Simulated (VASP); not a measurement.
Wanted: the native input for a VASP 6.6.1 run.

| Item | Value |
| --- | --- |
| Task | single point |
| Functional | r2SCAN |
| Potentials or basis | VASP PAW PBE potentials, release 64 (Cu, Zn, Sn_d, Se) |
| Cutoff | 520 eV |
| k mesh | 6 × 6 × 6 |
| Occupations | fermi-dirac, width 0.02 eV |
| Spin | no spin polarisation |
| Dipole correction | no |
| Further INCAR settings | ALGO = Normal; EDIFF = 1e-07; NBANDS = 46 |

Crystal: ZnCu2SnSe4.

```
Cu Zn Sn Se
1.0
    -2.84970    2.84970    5.69176
     2.84970   -2.84970    5.69176
     2.84970    2.84970   -5.69176
Cu Zn Sn Se
2 1 1 4
Cartesian
  0.0000 0.0000 0.0000
  0.0000 2.8497 2.8459
  2.8497 0.0000 2.8459
  0.0000 0.0000 5.6918
  4.3263 1.3294 -1.4791
  1.3294 1.3731 1.4791
  -1.4766 1.5203 4.2127
  1.5203 1.4766 7.1708
```

These files were run (other wordings do the same):

POSCAR

```
ZnCu2SnSe4
1.0
   -2.8497024633      2.8497024633      5.6917566457
    2.8497024633     -2.8497024633      5.6917566457
    2.8497024633      2.8497024633     -5.6917566457
Cu Zn Sn Se
2 1 1 4
Direct
    0.0000000000      0.0000000000      0.0000000000
    0.7500000000      0.2500000000      0.5000000000
    0.2500000000      0.7500000000      0.5000000000
    0.5000000000      0.5000000000      0.0000000000
    0.1033254123      0.6291550772      0.9923444390
    0.3708449228      0.3631893618      0.4741703351
    0.6368106382      0.1109809733      0.0076555610
    0.8890190267      0.8966745877      0.5258296649
```

INCAR.step1

```
SYSTEM = ZnCu2SnSe4
PREC = Accurate
ENCUT = 520
ISMEAR = -1
SIGMA = 0.02
LREAL = .FALSE.
LASPH = .TRUE.
NELM = 60
NBANDS = 46
GGA = PE
ALGO = Normal
EDIFF = 1E-4
LWAVE = .TRUE.
LCHARG = .FALSE.
```

INCAR.step2

```
SYSTEM = ZnCu2SnSe4
PREC = Accurate
ENCUT = 520
EDIFF = 1E-7
ISMEAR = -1
SIGMA = 0.02
LREAL = .FALSE.
LASPH = .TRUE.
NELM = 60
ALGO = Normal
ISIF = 2
LWAVE = .FALSE.
LCHARG = .FALSE.
METAGGA = R2SCAN
LMIXTAU = .TRUE.
NBANDS = 46
ISTART = 1
```

KPOINTS

```
regular mesh
0
G
  6 6 6
  0 0 0
```

Potentials or basis: VASP PAW PBE potentials, release 64 (Cu, Zn, Sn_d, Se).

Launch:

```console
$ cat potpaw_PBE.64/Cu/POTCAR potpaw_PBE.64/Zn/POTCAR potpaw_PBE.64/Sn_d/POTCAR potpaw_PBE.64/Se/POTCAR > POTCAR
$ cp INCAR.step1 INCAR
$ mpirun -np 1 vasp_std > vasp.out
$ cp INCAR.step2 INCAR
$ mpirun -np 1 vasp_std > vasp.out
```

It gave:

* Pressure: 0.0 GPa
* Largest force: 0.006 eV/Å
* Band gap on the k mesh: 0.08 eV

Caveat: semilocal functionals underestimate gaps, and a narrow one can read as zero; the PAW data sets were made with another functional, which shifts forces and pressure a little; spin-orbit coupling is left out, which moves the levels of the heavy elements.

Run time: 22 min on 1 thread of AMD EPYC 9R45 96-Core Processor (Zen 5), with other jobs on the host, peak memory 0.6 GiB.
